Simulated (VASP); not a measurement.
# InRu2 (I4/mmm) in VASP: further runs

InRu2 is run at these levels: PBE; tasks: single point.

Program: VASP 6.6.1. These are calculated values, not measurements. Logs are shortened: lines on timing, memory, paths and dates and some standing lists are left out, and cuts for length are marked.

## 1. The cell of the first run

It takes space group I4/mmm (No. 139, tetragonal). Conventional cell: a = 2.868 Å, b = 2.868 Å, c = 11.689 Å, α = 90.00°, β = 90.00°, γ = 90.00°. In (site symmetry 4/mmm) has 4 In at 2.87 Å and 10 Ru at 2.93 to 3.73 Å within 3.8 Å. Ru (site symmetry 4mm) has 8 Ru at 2.59 to 2.87 Å and 4 In at 2.93 Å within 3.4 Å.

## 2. Single point, PBE

Input file INCAR:

```
PREC = Accurate ; ENCUT = 520
EDIFF = 1E-7 ; ISMEAR = 0
SIGMA = 0.1 ; LREAL = F
LASPH = T ; NELM = 100
ALGO = Fast ; ISIF = 2
LWAVE = F ; LCHARG = F
GGA = PE ; NBANDS = 28
```

Input file KPOINTS:

```
Automatic mesh
0
Gamma
  8 8 8
```

Input file POSCAR:

```
InRu2
1.0
   -1.4339474633      1.4339474633      5.8447065867
    1.4339474633     -1.4339474633      5.8447065867
    1.4339474633      1.4339474633     -5.8447065867
In Ru
1 2
Direct
    0.0000000000      0.0000000000      0.0000000000
    0.6811931342      0.6811931342      0.0000000000
    0.3188068658      0.3188068658      0.0000000000
```

Potentials or basis: VASP PAW PBE potentials, release 64 (In_d, Ru_pv).

Launch:

```console
$ cat potpaw_PBE.64/In_d/POTCAR potpaw_PBE.64/Ru_pv/POTCAR > POTCAR
$ mpirun -np 1 vasp_std > vasp.out
```

OUTCAR:

```text
PREC = Accurate
   ENCUT = 520
   EDIFF = 1E-7
   ISMEAR = 0
   LREAL = F
   LASPH = T
   NELM = 100
   ISIF = 2
   GGA = PE

 ion  position               nearest neighbor table
   1  0.000  0.000  0.000-   2 2.93   2 2.93   2 2.93   3 2.93   2 2.93   3 2.93   3 2.93   3 2.93

   2  0.681  0.681  0.000-   3 2.59   3 2.59   3 2.59   3 2.59   1 2.93   1 2.93   1 2.93   1 2.93

   3  0.319  0.319  0.000-   2 2.59   2 2.59   2 2.59   2 2.59   1 2.93   1 2.93   1 2.93   1 2.93

  LATTYP: Found a body centered tetragonal cell.
 ALAT       =     2.8678949266
 C/A-ratio  =     4.0759558745

  Lattice vectors:

 A1 = (  -1.4339474633,   1.4339474633,   5.8447065867)
 A2 = (   1.4339474633,  -1.4339474633,   5.8447065867)
 A3 = (   1.4339474633,   1.4339474633,  -5.8447065867)

Analysis of symmetry for initial positions (statically):
=====================================================================
 Subroutine PRICEL returns:
 Original cell was already a primitive cell.

 Routine SETGRP: Setting up the symmetry group for a
 body centered tetragonal supercell.

 Subroutine GETGRP returns: Found 16 space group operations
 (whereof 16 operations were pure point group operations)
 out of a pool of 16 trial point group operations.

The static configuration has the point symmetry D_4h.

Analysis of symmetry for dynamics (positions and initial velocities):
=====================================================================
 Subroutine PRICEL returns:
 Original cell was already a primitive cell.

 Routine SETGRP: Setting up the symmetry group for a
 body centered tetragonal supercell.

 Subroutine GETGRP returns: Found 16 space group operations
 (whereof 16 operations were pure point group operations)
 out of a pool of 16 trial point group operations.

The dynamic configuration has the point symmetry D_4h.

 Subroutine INISYM returns: Found 16 space group operations
 (whereof 16 operations are pure point group operations),
 and found     1 'primitive' translations

----------------------------------------------------------------------------------------

                                     Primitive cell

  volume of cell :      48.0717

  direct lattice vectors                    reciprocal lattice vectors
    -1.433947463  1.433947463  5.844706587     0.000000000  0.348687810  0.085547494
     1.433947463 -1.433947463  5.844706587     0.348687810  0.000000000  0.085547494
     1.433947463  1.433947463 -5.844706587     0.348687810  0.348687810  0.000000000

  length of vectors
     6.186518063  6.186518063  6.186518063     0.359028637  0.359028637  0.493119029

  position of ions in fractional coordinates (direct lattice)
     0.000000000  0.000000000  0.000000000
     0.681193134  0.681193134  0.000000000
     0.318806866  0.318806866  0.000000000

  ion indices of the primitive-cell ions
   primitive index   ion index
                 1           1
                 2           2
                 3           3

----------------------------------------------------------------------------------------

 KPOINTS: Automatic mesh

Automatic generation of k-mesh.
 Grid dimensions read from file:
 generate k-points for:    8    8    8

 Generating k-lattice:

  Cartesian coordinates                     Fractional coordinates (reciprocal lattice)
     0.000000000  0.043585976  0.010693437     0.125000000 -0.000000000  0.000000000
     0.043585976  0.000000000  0.010693437    -0.000000000  0.125000000  0.000000000
     0.043585976  0.043585976  0.000000000     0.000000000  0.000000000  0.125000000

  Length of vectors
     0.044878580  0.044878580  0.061639879

  Shift w.r.t. Gamma in fractional coordinates (k-lattice)
     0.000000000  0.000000000  0.000000000

 Subroutine IBZKPT returns following result:
 ===========================================

 Found     59 irreducible k-points:

 Following reciprocal coordinates:
            Coordinates               Weight
  0.000000  0.000000  0.000000      1.000000
  0.125000  0.000000 -0.000000      8.000000
  0.250000  0.000000 -0.000000      8.000000
  0.375000  0.000000  0.000000      8.000000
  0.500000  0.000000 -0.000000      4.000000
  0.125000  0.125000 -0.000000      8.000000
[... 16 lines left out ...]
  0.250000  0.125000  0.125000     16.000000
  0.375000  0.125000  0.125000      8.000000
 [... further k-points ...]
   k-points           NKPTS =     59   k-points in BZ     NKDIM =     59   number of bands    NBANDS=     28
   number of dos      NEDOS =    301   number of ions     NIONS =      3
   total plane-waves  NPLWV = 110592
   dimension x,y,z NGX =    48 NGY =   48 NGZ =   48
   dimension x,y,z NGXF=    96 NGYF=   96 NGZF=   96
   ions per type =               1   2
   NGX,Y,Z   is equivalent  to a cutoff of  12.90, 12.90, 12.90 a.u.
   NGXF,Y,Z  is equivalent  to a cutoff of  25.80, 25.80, 25.80 a.u.
 SYSTEM =  unknown system
   PREC   = accura    normal or accurate (medium, high low for compatibility)
   ISTART =      0    job   : 0-new  1-cont  2-samecut
   ICHARG =      2    charge: 1-file 2-atom 10-const
   ISPIN  =      1    spin polarized calculation?
   LNONCOLLINEAR =      F non collinear calculations
   LSORBIT =      F    spin-orbit coupling
   LASPH  =      T    aspherical Exc in radial PAW
   ENCUT  =  520.0 eV  38.22 Ry    6.18 a.u.  11.50 11.50 11.50*2*pi/ulx,y,z
   NELM   =    100;   NELMIN=  2; NELMDL= -5     # of ELM steps
   EDIFF  = 0.1E-06   stopping-criterion for ELM
   LREAL  =      F    real-space projection
   EDIFFG = 0.1E-05   stopping-criterion for IOM
   NSW    =      0    number of steps for IOM
   IBRION =     -1    ionic relax: 0-MD 1-quasi-New 2-CG
   NFREE  =      0    steps in history (QN), initial steepest desc. (CG)
   ISIF   =      2    stress and relaxation
   ISYM   =      2    0-nonsym 1-usesym 2-fastsym
   POTIM  = 0.5000    time-step for ionic-motion
   TEBEG  =    0.0;   TEEND  =   0.0 temperature during run
   PSTRESS=    0.0 pullay stress
   NELECT =      41.0000    total number of electrons
   NUPDOWN=      -1.0000    fix difference up-down
   EMIN   =  10.00;   EMAX   =-10.00  energy-range for DOS
   EFERMI =   0.00;   METHOD = LEGACY
   ISMEAR =     0;   SIGMA  =   0.10  broadening in eV -4-tet -1-fermi 0-gaus
   EFERMI_NEDOS =   21; number of points for ismear=-14 and -15
   IALGO  =     68    algorithm
   IMIX   =      4    mixing-type and parameters
     AMIX     =   0.40;   BMIX     =  1.00
     AMIX_MAG =   1.60;   BMIX_MAG =  1.00
  volume/ion in A,a.u.               =      16.02       108.13
  Fermi-wavevector in a.u.,A,eV,Ry     =   1.552529  2.933854 32.794752  2.410346
  Thomas-Fermi vector in A             =   2.656891
   LORBIT       =      0    0 simple, 1 ext, 2 COOP (PROOUT), +10 PAW based schemes
   GGA     = PE    functional components
   LHFCALC =     F    Hartree Fock is set to
   AEXX    =    0.0000 exact exchange contribution
   IVDW    =     0    specifies the selected vdW correction
   LEPSILON=     F    determine dielectric tensor
   LRPA    =     F    only Hartree local field effects (RPA)
 non-spin polarized calculation
 RMM-DIIS sequential band-by-band and
 Gauss-broadening in eV      SIGMA  =   0.10
  energy-cutoff  :      520.00
  volume of cell :       48.07
 maximum number of plane-waves:      1317
 NGX is ok and might be reduce to    48
   NGX = 23   NGY = 23   NGZ = 23

 number of electron      40.9999999 magnetization

 Free energy of the ion-electron system (eV)
  ---------------------------------------------------
  ext. energy  EPLUGINS =         0.00000000
  ---------------------------------------------------
  free energy    TOTEN  =       -20.76950289 eV

  energy without entropy =      -20.75925369  energy(sigma->0) =      -20.76437829

 E-fermi :  11.5253     XC(G=0): -12.9680

 val. band max:       11.4778180283   @ k =   0.5000   0.3750  -0.0000
 cond. band min:      11.5253153093   @ k =   0.5000   0.5000   0.1250
 fundamental gap:      0.0474972810
 Fermi energy:        11.5252694449

 k-point     1 :       0.0000    0.0000    0.0000
  band No.  band energies     occupation
      1     -31.4105      2.00000
      2     -31.3120      2.00000
      3     -31.3120      2.00000
      4     -30.9592      2.00000
      5     -30.9592      2.00000
      6     -30.9178      2.00000
[... 20 lines left out ...]
     27      22.1553      0.00000
     28      24.4336      0.00000

 k-point     2 :       0.1250    0.0000   -0.0000
  band No.  band energies     occupation
      1     -31.4186      2.00000
      2     -31.3703      2.00000
      3     -31.2951      2.00000
      4     -30.9852      2.00000
      5     -30.9690      2.00000
      6     -30.9030      2.00000
[... 20 lines left out ...]
     27      22.3646      0.00000
     28      22.5588      0.00000

 k-point     3 :       0.2500    0.0000   -0.0000
  band No.  band energies     occupation
      1     -31.4893      2.00000
      2     -31.4634      2.00000
      3     -31.2484      2.00000
      4     -31.0190      2.00000
      5     -30.9986      2.00000
      6     -30.8910      2.00000
[... 20 lines left out ...]
     27      22.7524      0.00000
     28      23.1383      0.00000

 k-point     4 :       0.3750    0.0000    0.0000
  band No.  band energies     occupation
      1     -31.5852      2.00000
      2     -31.5480      2.00000
      3     -31.1826      2.00000
      4     -31.0472      2.00000
      5     -31.0030      2.00000
      6     -30.9093      2.00000
[... 578 lines left out ...]
     27      20.9396      0.00000
     28      21.3533      0.00000

 k-point    23 :       0.2500    0.1250    0.1250
  band No.  band energies     occupation
      1     -31.5663      2.00000
      2     -31.5586      2.00000
      3     -31.2941      2.00000
      4     -31.1257      2.00000
      5     -31.0415      2.00000
      6     -30.9202      2.00000
[... 20 lines left out ...]
     27      18.6226      0.00000
     28      21.6204      0.00000

 k-point    24 :       0.3750    0.1250    0.1250
  band No.  band energies     occupation
      1     -31.5984      2.00000
      2     -31.5983      2.00000
      3     -31.2069      2.00000
      4     -31.2067      2.00000
      5     -30.9817      2.00000
      6     -30.9808      2.00000
[... 20 lines left out ...]
     27      19.1895      0.00000
     28      19.8368      0.00000

 [... further k-points ...]

------------------------ aborting loop because EDIFF is reached ----------------------------------------

  FORCE on cell =-STRESS in cart. coord.  units (eV):
  Direction    XX          YY          ZZ          XY          YZ          ZX
  --------------------------------------------------------------------------------------
  -------------------------------------------------------------------------------------
  Total       -0.0877265     -0.0877265      0.0850058      0.0000000     -0.0000000      0.0000000
  in kB       -2.9238315     -2.9238315      2.8331518      0.0000000     -0.0000000      0.0000000
  external PRESSURE =      -1.0048370 kB  Pullay stress =       0.0000000 kB

 VOLUME and BASIS-vectors are now :
 -----------------------------------------------------------------------------
  energy-cutoff  :      520.00
  volume of cell :       48.07
      direct lattice vectors                 reciprocal lattice vectors
    -1.433947463  1.433947463  5.844706587     0.000000000  0.348687810  0.085547494
     1.433947463 -1.433947463  5.844706587     0.348687810  0.000000000  0.085547494
     1.433947463  1.433947463 -5.844706587     0.348687810  0.348687810  0.000000000

 POSITION                                       TOTAL-FORCE (eV/Angst)
 -----------------------------------------------------------------------------------
      0.00000      0.00000      0.00000         0.000000      0.000000     -0.000000
      0.00000      0.00000      7.96275        -0.000000     -0.000000     -0.055920
      0.00000      0.00000      3.72667        -0.000000     -0.000000      0.055920
 -----------------------------------------------------------------------------------
    total drift:                                0.000000      0.000000     -0.000000

  FREE ENERGIE OF THE ION-ELECTRON SYSTEM (eV)
  ---------------------------------------------------
  free  energy   TOTEN  =       -20.7695028875 eV

  energy  without entropy=      -20.7592536929  energy(sigma->0) =      -20.76437829
```

Wall time 3.8 min (1 thread of AMD EPYC 9R45 (Zen 5), shared host); peak memory 0.33 GiB.

What came out:

* Free energy: -20.7695 eV
* Pressure: -0.1 GPa
* Largest force: 0.056 eV/Å

Forces in eV/Å, atoms in the order of the input:
```
In   0.000  0.000  0.000
Ru   0.000  0.000 -0.056
Ru   0.000  0.000  0.056
```

Caveat: the k points lie up to 0.39 Å⁻¹ apart; spin-orbit coupling is left out, which moves the levels of the heavy elements.

## 3. Single point, PBE

Input file INCAR:

```
PREC = Accurate
ENCUT = 520
EDIFF = 1E-6
ISMEAR = 0
SIGMA = 0.1
LREAL = F
LASPH = T
NELM = 100
ALGO = Normal
ISIF = 2
LWAVE = F
LCHARG = F
GGA = PE
NBANDS = 28
```

Input file KPOINTS:

```
regular mesh
0
Gamma
  8 8 8
```

Input file POSCAR:

```
InRu2
1.0
   -1.4323649037      1.4323649037      5.8516574692
    1.4323649037     -1.4323649037      5.8516574692
    1.4323649037      1.4323649037     -5.8516574692
In Ru
1 2
Direct
    0.0000000000      0.0000000000      0.0000000000
    0.6810139783      0.6810139783      0.0000000000
    0.3189860217      0.3189860217      0.0000000000
```

Potentials or basis: VASP PAW PBE potentials, release 64 (In_d, Ru_pv).

Launch:

```console
$ cat potpaw_PBE.64/In_d/POTCAR potpaw_PBE.64/Ru_pv/POTCAR > POTCAR
$ mpirun -np 1 vasp_std > vasp.out
```

It took 2.2 min on 1 thread of AMD EPYC 9R45 (Zen 5), shared host; peak memory 0.32 GiB.

The run converged. Its results:

```
Free energy : -20.7697 eV
Pressure    : 0.0 GPa
```

Levels at points of the mesh, in eV from the Fermi level:
| k point | band 18 | band 19 | band 20 | band 21 | band 22 | band 23 | band 24 | band 25 |
| --- | --- | --- | --- | --- | --- | --- | --- | --- |
| (0.00, 0.00, 0.00) | -1.97 | -1.97 | -0.86 | 0.23 | 0.23 | 0.86 | 1.04 | 10.26 |
| (0.50, 0.00, 0.00) | -2.37 | -1.88 | -1.05 | 0.55 | 0.78 | 0.84 | 2.10 | 4.46 |
| (0.50, 0.50, 0.00) | -0.47 | -0.10 | 0.09 | 1.29 | 1.29 | 2.39 | 3.42 | 4.03 |
| (0.50, 0.50, 0.50) | -2.10 | -1.04 | -0.86 | 0.55 | 0.55 | 1.05 | 2.42 | 7.34 |

Caveat: the k points lie up to 0.39 Å⁻¹ apart; spin-orbit coupling is left out, which moves the levels of the heavy elements.
